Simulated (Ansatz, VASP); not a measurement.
MgO: VASP beside Ansatz

INCAR

```
PREC = Accurate
ENCUT = 520
EDIFF = 1E-6
ISMEAR = 0
SIGMA = 0.05
LREAL = F
LASPH = T
NELM = 100
ALGO = Normal
ISIF = 2
LWAVE = F
LCHARG = F
GGA = PE
NBANDS = 26
```

File KPOINTS:

```
Automatic mesh
0
Gamma
  9 9 2
```

File POSCAR:

```
MgO
1.0
    3.2803754002      0.0000000000      0.0000000000
   -1.6401877001      2.8408884305      0.0000000000
    0.0000000000      0.0000000000     10.5147056238
Mg O
4 4
Direct
    0.3333333333      0.6666666667      0.9694791811
    0.0000000000      0.0000000000      0.2208070585
    0.0000000000      0.0000000000      0.7208070585
    0.6666666667      0.3333333333      0.4694791811
    0.3333333333      0.6666666667      0.7800540723
   -0.1341309900      0.0000000000      0.5087347907
    0.0000000000      0.0000000000      0.0296578681
    0.6666666667      0.3333333333      0.2800540723
```

Input for Ansatz:

```yaml
crystal:
  lattice:
    - [3.2803754002, 0.0, 0.0]
    - [-1.6401877001, 2.8408884305, 0.0]
    - [0.0, 0.0, 10.5147056238]
  atoms:
    - { symbol: Mg, position: [0.3333333333, 0.6666666667, 0.9694791811] }
    - { symbol: Mg, position: [0.0, 0.0, 0.2208070585] }
    - { symbol: Mg, position: [0.0, 0.0, 0.7208070585] }
    - { symbol: Mg, position: [0.6666666667, 0.3333333333, 0.4694791811] }
    - { symbol: O, position: [0.3333333333, 0.6666666667, 0.7800540723] }
    - { symbol: O, position: [-0.13413099, 0.0, 0.5087347907] }
    - { symbol: O, position: [0.0, 0.0, 0.0296578681] }
    - { symbol: O, position: [0.6666666667, 0.3333333333, 0.2800540723] }
basis:
  ecutwfc: 420
kpoints:
  mp_grid: { grid: [9, 9, 2] }
hamiltonian:
  xc: pbe
  pseudopotentials: { kind: paw, azcp: { folder: soft_1 } }
scf:
  occupations: { method: gaussian, width: 0.05 }
output:
  forces: true
  stress: true
  eigenvalues: true
```

Alike in both runs: task single point; functional PBE; k mesh 9 × 9 × 2; occupations gaussian, width 0.05 eV; no spin polarisation.

|  | VASP | Ansatz |
| --- | --- | --- |
| version | VASP 6.6.1 | Ansatz 0.2.0 |
| potentials or method | VASP PAW PBE potentials, release 64 (Mg, O), cutoff 520 eV | scalar-relativistic, plane waves, PAW |
| valence electrons in the cell | 32 | 64 |

|  | VASP | Ansatz | Ansatz less VASP |
| --- | --- | --- | --- |
| gap on the k mesh at the Fermi level (eV) | 2.77 | 2.80 | +0.029 |
| least direct gap on the mesh (eV) | 2.77 | 2.80 | +0.029 |
| pressure (GPa) | 6.2 | 6.3 | +0.07 |
| traceless stress, the component that is largest in VASP (GPa) | -11.11 | -10.64 | +0.469 |
| rms of the force components (eV/Å) | 3.012 | 2.895 | -0.1163 |

Atom by atom the forces differ by 0.117 eV/Å (rms over components). With one functional, cell and mesh, what is left measures potentials, basis and numerics. VASP's potentials hold 32 valence electrons a cell and Ansatz's 64, so a difference there can come from the potentials and not from the codes.
